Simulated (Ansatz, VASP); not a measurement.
Two plane-wave programs on Si2As2O

The input INCAR:

```
SYSTEM = Si2As2O
PREC = Accurate
ENCUT = 600
EDIFF = 1E-6
ISMEAR = 0
SIGMA = 0.1
LREAL = .False.
LASPH = .True.
NELM = 60
ALGO = Normal
ISIF = 3
LWAVE = .False.
LCHARG = .False.
GGA = PE
IBRION = 2
NSW = 90
EDIFFG = -0.04
```

File KPOINTS:

```
Automatic mesh
0
Gamma
  6 6 4
  0 0 0
```

File POSCAR:

```
Si2As2O
1.0
    4.2464408400      0.0000000000      0.0000000000
   -2.1232204200      3.6775256500      0.0000000000
    0.0000000000      0.0000000000      6.2441367000
Si As O
2 2 1
Direct
    0.3333333300      0.6666666700      0.5000000000
    0.6666666700      0.3333333300      0.5000000000
    0.3333333300      0.6666666700      0.0000000000
    0.6666666700      0.3333333300      0.0000000000
    0.0000000000      0.0000000000      0.5000000000
```

Input for Ansatz:

```yaml
crystal:
  lattice:
    - [4.24644084, 0.0, 0.0]
    - [-2.12322042, 3.67752565, 0.0]
    - [0.0, 0.0, 6.2441367]
  atoms:
    - { symbol: Si, position: [0.33333333, 0.66666667, 0.5] }
    - { symbol: Si, position: [0.66666667, 0.33333333, 0.5] }
    - { symbol: As, position: [0.33333333, 0.66666667, 0.0] }
    - { symbol: As, position: [0.66666667, 0.33333333, 0.0] }
    - { symbol: O, position: [0.0, 0.0, 0.5] }
basis:
  ecutwfc: 420
kpoints:
  mp_grid: { grid: [6, 6, 4] }
hamiltonian:
  xc: pbe
scf:
  occupations: { method: gaussian, width: 0.1 }
  lower_state_search: "off"
output:
  forces: true
  stress: true
  eigenvalues: true
relax:
  adjacent_minimum: "off"
  f_tol: 0.04
  max_steps: 70
  cell: { stress_tol: 0.4 }
```

Alike in both runs: task relaxation of cell and atoms; functional PBE; k mesh 6 × 6 × 4; occupations gaussian, width 0.1 eV; no spin polarisation.

|  | VASP | Ansatz |
| --- | --- | --- |
| version | VASP 6.6.1 | Ansatz 0.2.0 |
| potentials or method | VASP PAW PBE potentials, release 64 (Si, As, O), cutoff 600 eV | scalar-relativistic, plane waves, PAW |
| valence electrons in the cell | 24 | 44 |

```csv
,VASP,Ansatz,Ansatz less VASP
"gap on the k mesh at the Fermi level, each at its own relaxed structure (eV)",none,none,-
relaxed volume (Å³/atom),17.02,17.01,-0.010
relaxed length of the cell vector where the two differ most in proportion (Å),5.208,5.200,-0.0083
```

A gap of «none» marks a metal or a gap that the smearing closes. VASP's potentials hold 24 valence electrons a cell and Ansatz's 44, so a difference there can come from the potentials and not from the codes.
